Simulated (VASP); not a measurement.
Here is a VASP 6.6.1 calculation.

INCAR

```
SYSTEM = Na
PREC     = Accurate       ! precision mode
ENCUT    = 520            ! plane-wave cutoff, eV
EDIFF    = 1E-6           ! SCF threshold, eV
ISMEAR   = 1              ! smearing method
SIGMA    = 0.15           ! smearing width, eV
LREAL    = .FALSE.        ! projectors in reciprocal space
LASPH    = .TRUE.         ! aspherical terms in the spheres
NELM     = 100            ! most SCF steps
ALGO     = Normal         ! electronic algorithm
ISIF     = 2              ! what is computed and relaxed
LWAVE    = .FALSE.        ! write WAVECAR
LCHARG   = .FALSE.        ! write CHGCAR
GGA      = PS             ! functional
NBANDS   = 10             ! bands
```

The input KPOINTS:

```
Automatic mesh
0
G
  4 4 4
  0 0 0
```

POSCAR

```
Na
1.0
    7.0233400000      0.0000000000      0.0000000000
    0.0000000000      7.0233400000      0.0000000000
    0.0000000000      0.0000000000      7.0233400000
Na
1
Direct
    0.0000000000      0.0000000000      0.0000000000
```

Potentials or basis: VASP PAW PBE potentials, release 64 (Na_pv).

Run with:

```bash
$ cat potpaw_PBE.64/Na_pv/POTCAR > POTCAR
$ mpirun -np 1 vasp_std > vasp.out
```

(1) Estimate the pressure.

(2) Predict the band gap on the k mesh.

Results:

(1) -0.1 GPa.

(2) zero (an odd number of electrons rules out a gap without spin polarisation).

Caveat: the PAW data sets were made with another functional, which shifts forces and pressure a little.
